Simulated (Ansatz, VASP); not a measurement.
**CsPbBr3: VASP beside Ansatz**

INCAR

```
PREC     = Accurate       # precision mode
ENCUT    = 520            # plane-wave cutoff, eV
EDIFF    = 1E-6           # SCF threshold, eV
ISMEAR   = -1             # smearing method
SIGMA    = 0.05           # smearing width, eV
LREAL    = False          # projectors in reciprocal space
LASPH    = True           # aspherical terms in the spheres
NELM     = 100            # most SCF steps
ALGO     = Normal         # electronic algorithm
ISIF     = 2              # what is computed and relaxed
LWAVE    = False          # write WAVECAR
LCHARG   = False          # write CHGCAR
GGA      = CA             # functional
NBANDS   = 30             # bands
```

File KPOINTS:

```
Automatic mesh
0
Gamma
  5 5 5
```

POSCAR

```
CsPbBr3
1.0
    5.8700000000      0.0000000000      0.0000000000
    0.0000000000      5.8700000000      0.0000000000
    0.0000000000      0.0000000000      5.8700000000
Pb Cs Br
1 1 3
Direct
    0.5000000000      0.5000000000      0.5000000000
    0.0000000000      0.0000000000      0.0000000000
    0.5000000000      0.5000000000      0.0000000000
    0.5000000000      0.0000000000      0.5000000000
    0.0000000000      0.5000000000      0.5000000000
```

Contents of input.yaml:

```yaml
crystal:
  lattice:
    - [5.87, 0.0, 0.0]
    - [0.0, 5.87, 0.0]
    - [0.0, 0.0, 5.87]
  atoms:
    - { symbol: Pb, position: [0.5, 0.5, 0.5] }
    - { symbol: Cs, position: [0.0, 0.0, 0.0] }
    - { symbol: Br, position: [0.5, 0.5, 0.0] }
    - { symbol: Br, position: [0.5, 0.0, 0.5] }
    - { symbol: Br, position: [0.0, 0.5, 0.5] }
hamiltonian:
  xc: lda
  pseudopotentials: { kind: paw }
kpoints:
  mp_grid: { grid: [5, 5, 5] }
scf:
  occupations: { method: fermi_dirac, width: 0.05 }
output:
  forces: true
  stress: true
  eigenvalues: true
```

Alike in both runs: task single point; functional LDA; k mesh 5 × 5 × 5; occupations fermi-dirac, width 0.05 eV; no spin polarisation.

|  | VASP | Ansatz |
| --- | --- | --- |
| version | VASP 6.6.1 | Ansatz 0.2.0 |
| potentials or method | VASP PAW LDA potentials, release 64 (Pb_d, Cs_sv, Br) | Ansatz PAW |
| plane-wave cutoff (eV) | 520 | 420 |
| valence electrons in the cell | 44 | 44 |

```csv
,VASP,Ansatz,Ansatz less VASP
gap on the k mesh at the Fermi level (eV),2.52,2.54,+0.021
least direct gap on the mesh (eV),2.52,2.54,+0.021
pressure (GPa),-1.2,-1.2,-0.04
```

LDA's correlation is that of Perdew and Zunger in VASP and of Perdew and Wang (1992) in Ansatz.

Spin-orbit coupling is off throughout. Noted on Ansatz's run: odd divisions of the mesh miss points on the zone boundary, where band edges often lie, so the gap on the mesh can be too wide.
